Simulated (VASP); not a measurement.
Runs of VASP 6.6.1 on GaN. The structure is that of space group P6_3mc (No. 186), or close to it. The cells are those of the table. 

| potentials or basis | cell | cutoff (eV) | gap on the mesh (eV) | pressure (GPa) | largest force (eV/Å) |
| --- | --- | --- | --- | --- | --- |
| VASP PAW PBE potentials, release 64 (Ga_d, N) | a = 3.132, b = 3.132, c = 5.089 Å, angles 90.0, 90.0, 120.0°, 4 atoms | 520 | 2.69 | 12.4 | 0.16 |
| VASP PAW PBE potentials, release 64 (Ga_d, N) | a = 3.180, b = 3.180, c = 5.011 Å, angles 90.0, 90.0, 120.0°, 4 atoms | 520 | 2.61 | 9.3 | 0.63 |
| VASP PAW PBE potentials, release 64 (Ga_d, N_h) | a = 3.132, b = 3.132, c = 5.321 Å, angles 90.0, 90.0, 120.0°, 4 atoms | 1460 | 2.21 | (a) | 0.29 |
| VASP PAW PBE potentials, release 64 (Ga_d, N) | a = 3.085, b = 3.085, c = 5.011 Å, angles 90.0, 90.0, 120.0°, 4 atoms | 520 | (b) | (d) | 0.17 |
| VASP PAW PBE potentials, release 64 (Ga_d, N) | a = 3.085, b = 3.085, c = 5.321 Å, angles 90.0, 90.0, 120.0°, 4 atoms | 520 | 2.33 | (c) | 0.51 |
| VASP PAW PBE potentials, release 64 (Ga_d, N) | a = 3.132, b = 3.132, c = 5.011 Å, angles 90.0, 90.0, 120.0°, 4 atoms | 520 | 2.84 | 16.5 | 0.42 |
| VASP PAW PBE potentials, release 64 (Ga_d, N) | a = 3.085, b = 3.085, c = 5.089 Å, angles 90.0, 90.0, 120.0°, 4 atoms | 520 | 2.85 | 20.5 | 0.09 |
| VASP PAW PBE potentials, release 64 (Ga_d, N) | a = 3.085, b = 3.085, c = 5.166 Å, angles 90.0, 90.0, 120.0°, 4 atoms | 520 | 2.68 | 16.5 | 0.29 |
| VASP PAW PBE potentials, release 64 (Ga_d, N) | a = 3.085, b = 3.085, c = 5.243 Å, angles 90.0, 90.0, 120.0°, 4 atoms | 520 | 2.51 | 13.0 | 0.43 |

Alike in all rows: task single point; level r2SCAN; no spin polarisation; k mesh 12 × 12 × 6; smearing gaussian 0.05 eV.

Problem. Fill in the values left out.

Solution. (a) 2.6; (b) 3.01; (c) 9.8; (d) 24.9.

Caveats: the PAW data sets were made with another functional, which shifts forces and pressure a little; the cell stands under pressure (at least some runs); the stress differs along the axes, from 4 to 20 GPa (at least some runs); the stress differs along the axes, from -8 to 8 GPa (at least some runs); the stress differs along the axes, from -6 to 18 GPa (at least some runs); the stress differs along the axes, from 13 to 24 GPa (at least some runs); the stress differs along the axes, from 17 to 22 GPa (at least some runs).

A k mesh can miss the band edges, and the runs leave out spin-orbit coupling on Ga.
